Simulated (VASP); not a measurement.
# Al (a cell with a defect) in VASP: single point with PBE

Aim: the single point of Al (a cell with a defect) with PBE.

Everything below comes from runs of VASP 6.6.1. Logs are shortened: lines on timing, memory, paths and dates and some standing lists are left out, and cuts for length are marked.

### Step 1. The cell of the first run

The cell holds a defect, 15 atoms: a = 7.000 Å, b = 7.000 Å, c = 7.000 Å, α = 109.47°, β = 109.47°, γ = 109.47°.

### Step 2. Single point, PBE

INCAR

```
SYSTEM = Al
PREC = Accurate
ENCUT = 520
EDIFF = 1E-6
ISMEAR = 0
SIGMA = 0.1
LREAL = Auto
LASPH = .True.
NELM = 80
ALGO = Normal
ISIF = 2
LWAVE = .False.
LCHARG = .False.
GGA = PE
NBANDS = 36
```

KPOINTS

```
Automatic mesh
0
Gamma
  5 5 5
  0 0 0
```

POSCAR

```
Al
1.0
    4.0416208963      4.0416208963     -4.0416208963
   -4.0416208963     -4.0416208963     -4.0416208963
   -4.0416208963      4.0416208963      4.0416208963
Al
15
Direct
    0.4967668752      0.5032331248      0.0000000000
    0.7500000000      0.2500000000      0.0000000000
    0.7500000000      0.7500000000      0.5000000000
    0.0032331248      0.7500000000      0.2467668752
    0.2500000000      0.5032331248      0.2467668752
    0.4967668752      0.2435337504      0.2467668752
    0.7435337504     -0.0032331248      0.2467668752
    0.0032331248     -0.0032331248      0.0000000000
    0.4967668752      0.7500000000      0.7532331248
    0.7564662496      0.5032331248      0.7532331248
    0.0032331248      0.5032331248      0.5064662496
    0.2500000000      0.2500000000      0.5000000000
    0.4967668752     -0.0032331248      0.4935337504
    0.0032331248      0.2564662496      0.7532331248
    0.2500000000     -0.0032331248      0.7532331248
```

Potentials or basis: VASP PAW PBE potentials, release 64 (Al).

Started as:

```
$ cat potpaw_PBE.64/Al/POTCAR > POTCAR
$ mpirun -np 1 vasp_std > vasp.out
```

OUTCAR:

```text
SYSTEM = Al
   PREC = Accurate
   ENCUT = 520
   EDIFF = 1E-6
   ISMEAR = 0
   LREAL = Auto
   LASPH = .True.
   NELM = 80
   ISIF = 2
   GGA = PE

 ion  position               nearest neighbor table
   1  0.497  0.503  0.000-   5 2.82   7 2.82   9 2.82  14 2.82   3 2.86  12 2.86   2 2.89   4 2.90
                            15 2.90  10 2.90   6 2.90
   2  0.750  0.250  0.000-   4 2.86   5 2.86   9 2.86  15 2.86  10 2.86  14 2.86   6 2.86   7 2.86
                             1 2.89   8 2.89  11 2.89  13 2.89
   3  0.750  0.750  0.500-  15 2.86   5 2.86  13 2.86   8 2.86   1 2.86  11 2.86  10 2.86   7 2.86
                             4 2.89   9 2.89   6 2.89  14 2.89
   4  0.003  0.750  0.247-   5 2.82   8 2.82  10 2.82  13 2.82  12 2.86   2 2.86   3 2.89  15 2.90
                             1 2.90   7 2.90  11 2.90
   5  0.250  0.503  0.247-   1 2.82   4 2.82  13 2.82  14 2.82   3 2.86   2 2.86  12 2.89   8 2.90
                             9 2.90   6 2.90  11 2.90
   6  0.497  0.244  0.247-   7 2.82  13 2.82   8 2.82  15 2.82   2 2.86  12 2.86   3 2.89  10 2.90
                            11 2.90   5 2.90   1 2.90
   7  0.744  0.997  0.247-   6 2.82  13 2.82   9 2.82   1 2.82   3 2.86   2 2.86  12 2.89  14 2.90
                            11 2.90   4 2.90   8 2.90
   8  0.003  0.997  0.000-   4 2.82   6 2.82  10 2.82  15 2.82  12 2.86   3 2.86   2 2.89   5 2.90
                             9 2.90  14 2.90   7 2.90
   9  0.497  0.750  0.753-   1 2.82   7 2.82  11 2.82  15 2.82  12 2.86   2 2.86   3 2.89   5 2.90
                             8 2.90  10 2.90  13 2.90
  10  0.756  0.503  0.753-  11 2.82  14 2.82   4 2.82   8 2.82   2 2.86   3 2.86  12 2.89   6 2.90
                            13 2.90   9 2.90   1 2.90
  11  0.003  0.503  0.506-  10 2.82  14 2.82   9 2.82  15 2.82   3 2.86  12 2.86   2 2.89   7 2.90
                             6 2.90   4 2.90   5 2.90
  12  0.250  0.250  0.500-   9 2.86   4 2.86  11 2.86  13 2.86   8 2.86   1 2.86   6 2.86  14 2.86
                             5 2.89  15 2.89  10 2.89   7 2.89
  13  0.497  0.997  0.494-   6 2.82   7 2.82   4 2.82   5 2.82   3 2.86  12 2.86   2 2.89  10 2.90
                            14 2.90   9 2.90  15 2.90
  14  0.003  0.256  0.753-  10 2.82  11 2.82   1 2.82   5 2.82   2 2.86  12 2.86   3 2.89   7 2.90
                            13 2.90  15 2.90   8 2.90
  15  0.250  0.997  0.753-   6 2.82   8 2.82   9 2.82  11 2.82   3 2.86   2 2.86  12 2.89   4 2.90
                             1 2.90  14 2.90  13 2.90

  LATTYP: Found a body centered cubic cell.
 ALAT       =     8.0832417926

  Lattice vectors:

 A1 = (   4.0416208963,   4.0416208963,  -4.0416208963)
 A2 = (  -4.0416208963,  -4.0416208963,  -4.0416208963)
 A3 = (  -4.0416208963,   4.0416208963,   4.0416208963)

Analysis of symmetry for initial positions (statically):
=====================================================================
 Subroutine PRICEL returns:
 Original cell was already a primitive cell.

 Routine SETGRP: Setting up the symmetry group for a
 body centered cubic supercell.

 Subroutine GETGRP returns: Found 48 space group operations
 (whereof  4 operations were pure point group operations)
 out of a pool of 48 trial point group operations.

The static configuration has the point symmetry C_2v.
 The point group associated with its full space group is O_h .

Analysis of symmetry for dynamics (positions and initial velocities):
=====================================================================
 Subroutine PRICEL returns:
 Original cell was already a primitive cell.

 Routine SETGRP: Setting up the symmetry group for a
 body centered cubic supercell.

 Subroutine GETGRP returns: Found 48 space group operations
 (whereof  4 operations were pure point group operations)
 out of a pool of 48 trial point group operations.

The dynamic configuration has the point symmetry C_2v.
 The point group associated with its full space group is O_h .

 Subroutine INISYM returns: Found 48 space group operations
 (whereof  4 operations are pure point group operations),
 and found     1 'primitive' translations

----------------------------------------------------------------------------------------

                                     Primitive cell

  volume of cell :     264.0747

  direct lattice vectors                    reciprocal lattice vectors
     4.041620896  4.041620896 -4.041620896     0.000000000  0.123712741 -0.123712741
    -4.041620896 -4.041620896 -4.041620896    -0.123712741  0.000000000 -0.123712741
    -4.041620896  4.041620896  4.041620896    -0.123712741  0.123712741  0.000000000

  length of vectors
     7.000292737  7.000292737  7.000292737     0.174956236  0.174956236  0.174956236

  position of ions in fractional coordinates (direct lattice)
     0.496766875  0.503233125  0.000000000
     0.750000000  0.250000000  0.000000000
     0.750000000  0.750000000  0.500000000
     0.003233125  0.750000000  0.246766875
     0.250000000  0.503233125  0.246766875
     0.496766875  0.243533750  0.246766875
     0.743533750  0.996766875  0.246766875
     0.003233125  0.996766875  0.000000000
     0.496766875  0.750000000  0.753233125
     0.756466250  0.503233125  0.753233125
     0.003233125  0.503233125  0.506466250
     0.250000000  0.250000000  0.500000000
     0.496766875  0.996766875  0.493533750
     0.003233125  0.256466250  0.753233125
     0.250000000  0.996766875  0.753233125

  ion indices of the primitive-cell ions
   primitive index   ion index
                 1           1
                 2           2
                 3           3
                 4           4
                 5           5
                 6           6
                 7           7
                 8           8
                 9           9
                10          10
                11          11
                12          12
                13          13
                14          14
                15          15

----------------------------------------------------------------------------------------

 KPOINTS: Automatic mesh

Automatic generation of k-mesh.
 Grid dimensions read from file:
 generate k-points for:    5    5    5

 Generating k-lattice:

  Cartesian coordinates                     Fractional coordinates (reciprocal lattice)
     0.000000000  0.024742548 -0.024742548     0.200000000  0.000000000  0.000000000
    -0.024742548  0.000000000 -0.024742548     0.000000000  0.200000000  0.000000000
    -0.024742548  0.024742548  0.000000000     0.000000000  0.000000000  0.200000000

  Length of vectors
     0.034991247  0.034991247  0.034991247

  Shift w.r.t. Gamma in fractional coordinates (k-lattice)
     0.000000000  0.000000000  0.000000000

 Subroutine IBZKPT returns following result:
 ===========================================

 Found     10 irreducible k-points:

 Following reciprocal coordinates:
            Coordinates               Weight
  0.000000  0.000000  0.000000      1.000000
  0.200000  0.000000  0.000000     12.000000
  0.400000  0.000000  0.000000     12.000000
  0.200000  0.200000  0.000000     24.000000
  0.400000  0.200000  0.000000     24.000000
  0.200000  0.200000  0.200000      8.000000
 -0.200000  0.200000  0.200000      6.000000
 -0.400000  0.400000  0.200000     24.000000
 -0.400000 -0.400000  0.200000      8.000000
 -0.400000  0.400000  0.400000      6.000000
   k-points           NKPTS =     10   k-points in BZ     NKDIM =     10   number of bands    NBANDS=     36
   number of dos      NEDOS =    301   number of ions     NIONS =     15
   total plane-waves  NPLWV = 157464
   dimension x,y,z NGX =    54 NGY =   54 NGZ =   54
   dimension x,y,z NGXF=   108 NGYF=  108 NGZF=  108
   ions per type =              15
   NGX,Y,Z   is equivalent  to a cutoff of  12.82, 12.82, 12.82 a.u.
   NGXF,Y,Z  is equivalent  to a cutoff of  25.65, 25.65, 25.65 a.u.
 SYSTEM =  Al
   PREC   = accura    normal or accurate (medium, high low for compatibility)
   ISTART =      0    job   : 0-new  1-cont  2-samecut
   ICHARG =      2    charge: 1-file 2-atom 10-const
   ISPIN  =      1    spin polarized calculation?
   LNONCOLLINEAR =      F non collinear calculations
   LSORBIT =      F    spin-orbit coupling
   LASPH  =      T    aspherical Exc in radial PAW
   ENCUT  =  520.0 eV  38.22 Ry    6.18 a.u.  13.02 13.02 13.02*2*pi/ulx,y,z
   NELM   =     80;   NELMIN=  2; NELMDL= -5     # of ELM steps
   EDIFF  = 0.1E-05   stopping-criterion for ELM
   LREAL  =      T    real-space projection
   EDIFFG = 0.1E-04   stopping-criterion for IOM
   NSW    =      0    number of steps for IOM
   IBRION =     -1    ionic relax: 0-MD 1-quasi-New 2-CG
   NFREE  =      0    steps in history (QN), initial steepest desc. (CG)
   ISIF   =      2    stress and relaxation
   ISYM   =      2    0-nonsym 1-usesym 2-fastsym
   POTIM  = 0.5000    time-step for ionic-motion
   TEBEG  =    0.0;   TEEND  =   0.0 temperature during run
   PSTRESS=    0.0 pullay stress
   NELECT =      45.0000    total number of electrons
   NUPDOWN=      -1.0000    fix difference up-down
   EMIN   =  10.00;   EMAX   =-10.00  energy-range for DOS
   EFERMI =   0.00;   METHOD = LEGACY
   ISMEAR =     0;   SIGMA  =   0.10  broadening in eV -4-tet -1-fermi 0-gaus
   EFERMI_NEDOS =   21; number of points for ismear=-14 and -15
   IALGO  =     38    algorithm
   IMIX   =      4    mixing-type and parameters
     AMIX     =   0.40;   BMIX     =  1.00
     AMIX_MAG =   1.60;   BMIX_MAG =  1.00
  volume/ion in A,a.u.               =      17.60       118.80
  Fermi-wavevector in a.u.,A,eV,Ry     =   0.907619  1.715151 11.208094  0.823772
  Thomas-Fermi vector in A             =   2.031448
   LORBIT       =      0    0 simple, 1 ext, 2 COOP (PROOUT), +10 PAW based schemes
   GGA     = PE    functional components
   LHFCALC =     F    Hartree Fock is set to
   AEXX    =    0.0000 exact exchange contribution
   IVDW    =     0    specifies the selected vdW correction
   LEPSILON=     F    determine dielectric tensor
   LRPA    =     F    only Hartree local field effects (RPA)
 non-spin polarized calculation
 Gauss-broadening in eV      SIGMA  =   0.10
  energy-cutoff  :      520.00
  volume of cell :      264.07
 maximum number of plane-waves:      7143
 NGX is ok and might be reduce to    54
   NGX = 25   NGY = 25   NGZ = 25

 number of electron      45.0000000 magnetization

 Free energy of the ion-electron system (eV)
  ---------------------------------------------------
  ext. energy  EPLUGINS =         0.00000000
  ---------------------------------------------------
  free energy    TOTEN  =       -55.65908319 eV

  energy without entropy =      -55.64237196  energy(sigma->0) =      -55.65072758

 E-fermi :   7.2365     XC(G=0):  -9.9117

 val. band max:        7.2059111198   @ k =  -0.4000  -0.4000   0.2000
 cond. band min:       7.2827367378   @ k =  -0.2000   0.2000   0.2000
 fundamental gap:      0.0768256180
 Fermi energy:         7.2364538699

 k-point     1 :       0.0000    0.0000    0.0000
  band No.  band energies     occupation
      1      -3.5243      2.00000
      2       0.7007      2.00000
      3       0.7007      2.00000
      4       0.7349      2.00000
      5       0.7349      2.00000
      6       0.7349      2.00000
[... 26 lines left out ...]
     33      10.2578      0.00000
     34      10.2607      0.00000
[... 301 lines left out ...]
      3      -1.2879      2.00000
      4      -1.2879      2.00000
      5      -0.8363      2.00000
      6      -0.0189      2.00000
[... 26 lines left out ...]
     33       9.1839      0.00000
     34       9.3414      0.00000
 [bands above 34 left out]

------------------------ aborting loop because EDIFF is reached ----------------------------------------

  FORCE on cell =-STRESS in cart. coord.  units (eV):
  Direction    XX          YY          ZZ          XY          YZ          ZX
  --------------------------------------------------------------------------------------
  -------------------------------------------------------------------------------------
  Total       -2.4961208     -2.4961208     -2.4961208      0.0000000     -0.0000000     -0.0000000
  in kB      -15.1443089    -15.1443089    -15.1443089      0.0000000     -0.0000000     -0.0000000
  external PRESSURE =     -15.1443089 kB  Pullay stress =       0.0000000 kB

 VOLUME and BASIS-vectors are now :
 -----------------------------------------------------------------------------
  energy-cutoff  :      520.00
  volume of cell :      264.07
      direct lattice vectors                 reciprocal lattice vectors
     4.041620896  4.041620896 -4.041620896     0.000000000  0.123712741 -0.123712741
    -4.041620896 -4.041620896 -4.041620896    -0.123712741  0.000000000 -0.123712741
    -4.041620896  4.041620896  4.041620896    -0.123712741  0.123712741  0.000000000

 POSITION                                       TOTAL-FORCE (eV/Angst)
 -----------------------------------------------------------------------------------
     -0.02613     -0.02613     -4.04162        -0.001708     -0.001708      0.000000
      2.02081      2.02081     -4.04162        -0.000000     -0.000000      0.000000
     -2.02081      2.02081     -4.04162        -0.000000      0.000000      0.000000
     -4.01549     -2.02081     -2.04694         0.001708      0.000000     -0.001708
     -2.02081     -0.02613     -2.04694        -0.000000     -0.001708     -0.001708
      0.02613      2.02081     -1.99468         0.001708     -0.000000      0.001708
     -2.02081     -0.02613     -6.03630        -0.000000     -0.001708      0.001708
     -4.01549     -4.01549     -4.04162         0.001708      0.001708      0.000000
     -4.06776      2.02081     -1.99468        -0.001708      0.000000      0.001708
     -2.02081      4.06776     -2.04694        -0.000000      0.001708     -0.001708
     -4.06776      0.02613      0.00000        -0.001708      0.001708     -0.000000
     -2.02081      2.02081      0.00000        -0.000000      0.000000      0.000000
     -4.01549     -0.02613     -4.04162         0.001708     -0.001708      0.000000
     -4.06776      2.02081      1.99468        -0.001708      0.000000     -0.001708
     -6.06243      0.02613     -1.99468        -0.000000      0.001708      0.001708
 -----------------------------------------------------------------------------------
    total drift:                               -0.000000     -0.000000      0.000000

  FREE ENERGIE OF THE ION-ELECTRON SYSTEM (eV)
  ---------------------------------------------------
  free  energy   TOTEN  =       -55.6590831945 eV

  energy  without entropy=      -55.6423719616  energy(sigma->0) =      -55.65072758
```

It took 92 s on 1 thread of Intel Xeon Platinum 8559C (Emerald Rapids), shared host; peak memory 0.37 GiB.

What came out:

```yaml
Free_energy: -55.6591 eV
Pressure: -1.5 GPa
```

Forces on the atoms (eV/Å):
```
Al  -0.002 -0.002  0.000
Al   0.000  0.000  0.000
Al   0.000  0.000  0.000
Al   0.002  0.000 -0.002
Al   0.000 -0.002 -0.002
Al   0.002  0.000  0.002
Al   0.000 -0.002  0.002
Al   0.002  0.002  0.000
Al  -0.002  0.000  0.002
Al   0.000  0.002 -0.002
Al  -0.002  0.002  0.000
Al   0.000  0.000  0.000
Al   0.002 -0.002  0.000
Al  -0.002  0.000 -0.002
Al   0.000  0.002  0.002
```

Levels at points of the mesh, in eV from the Fermi level:
```csv
k point,band 18,band 19,band 20,band 21,band 22,band 23,band 24,band 25,band 26,band 27
"(0.00, 0.00, 0.00)",-1.26,-0.73,1.30,1.35,1.35,1.35,1.41,1.41,1.84,1.84
```
